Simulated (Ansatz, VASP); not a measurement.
**One calculation of Li2ZnO2, two programs**

```
CELL_PARAMETERS angstrom
3.15963 0.00000 0.00000
-1.57982 2.73632 0.00000
0.00000 0.00000 5.18348
ATOMIC_POSITIONS crystal
Li 0.66667 0.33333 0.64103
Li 0.33333 0.66667 0.35897
Zn 0.00000 0.00000 0.00000
O 0.66667 0.33333 0.24037
O 0.33333 0.66667 0.75963
```

Change from the starting cell: species swapped into the Nd2SeO2 type (P-3m1, No. 164).

Alike in both runs: functional PBE; k mesh 6 × 6 × 4; occupations gaussian, width 0.1 eV; no spin polarisation.

Ansatz relaxed the structure, and its values are those at the end. VASP's run is a single point on that final structure, the one shown.

```csv
,VASP,Ansatz
version,VASP 6.6.1,Ansatz 0.2.0
potentials or method,"VASP PAW PBE potentials, release 64 (Li_sv, Zn, O), cutoff 520 eV","scalar-relativistic, plane waves, PAW"
valence electrons in the cell,30,30
```

```csv
,VASP,Ansatz,Ansatz less VASP
gap on the k mesh at the Fermi level (eV),2.92,2.93,+0.009
least direct gap on the mesh (eV),3.12,3.13,+0.010
rms of the force components (eV/Å),0.014,0.005,-0.0087
```

With one functional, cell and mesh, what is left measures potentials, basis and numerics.

Noted on VASP's run: the cutoff is short for stress, so the pressure is rough.
